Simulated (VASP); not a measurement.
A run of VASP 6.6.1 is set up as follows.

File POSCAR:

```
KCl
1.0
    3.7608230702      0.0000000000      0.0000000000
    0.0000000000      3.7608230702      0.0000000000
    0.0000000000      0.0000000000      3.7608230702
K Cl
1 1
Direct
    0.0000000000      0.0000000000      0.0000000000
    0.5000000000      0.5000000000      0.5000000000
```

Contents of INCAR.step1:

```
PREC     = Accurate       # precision mode
ENCUT    = 520            # plane-wave cutoff, eV
EDIFF    = 1E-5           # SCF threshold, eV
ISMEAR   = -1             # smearing method
SIGMA    = 0.05           # smearing width, eV
LREAL    = False          # projectors in reciprocal space
LASPH    = True           # aspherical terms in the spheres
NELM     = 60             # most SCF steps
ALGO     = Normal         # electronic algorithm
ISIF     = 2              # what is computed and relaxed
LWAVE    = True           # write WAVECAR
LCHARG   = False          # write CHGCAR
NBANDS   = 15             # bands
GGA      = PE             # functional
```

INCAR.step2

```
PREC     = Accurate       # precision mode
ENCUT    = 520            # plane-wave cutoff, eV
EDIFF    = 1E-6           # SCF threshold, eV
ISMEAR   = -1             # smearing method
SIGMA    = 0.05           # smearing width, eV
LREAL    = False          # projectors in reciprocal space
LASPH    = True           # aspherical terms in the spheres
NELM     = 60             # most SCF steps
ALGO     = Normal         # electronic algorithm
ISIF     = 2              # what is computed and relaxed
LWAVE    = False          # write WAVECAR
LCHARG   = False          # write CHGCAR
GGA      = PE             # functional
LHFCALC  = True           # exact exchange
HFSCREEN = 0.2079         # screening, 1/A
PRECFOCK = Normal       
NBANDS   = 15             # bands
ISTART   = 1
```

KPOINTS

```
Automatic mesh
0
Gamma
  4 4 4
```

Potentials or basis: VASP PAW PBE potentials, release 64 (K_sv, Cl).

Launch:

```sh
$ cat potpaw_PBE.64/K_sv/POTCAR potpaw_PBE.64/Cl/POTCAR > POTCAR
$ cp INCAR.step1 INCAR
$ mpirun -np 1 vasp_std > vasp.out
$ cp INCAR.step2 INCAR
$ mpirun -np 1 vasp_std > vasp.out
```

Estimate the band gap on the k mesh.

6.40 eV (least direct gap 6.64 eV).

Predict the pressure.

0.9 GPa.

Caveat: the PAW data sets were made with another functional, which shifts forces and pressure a little. A k mesh can miss the band edges.
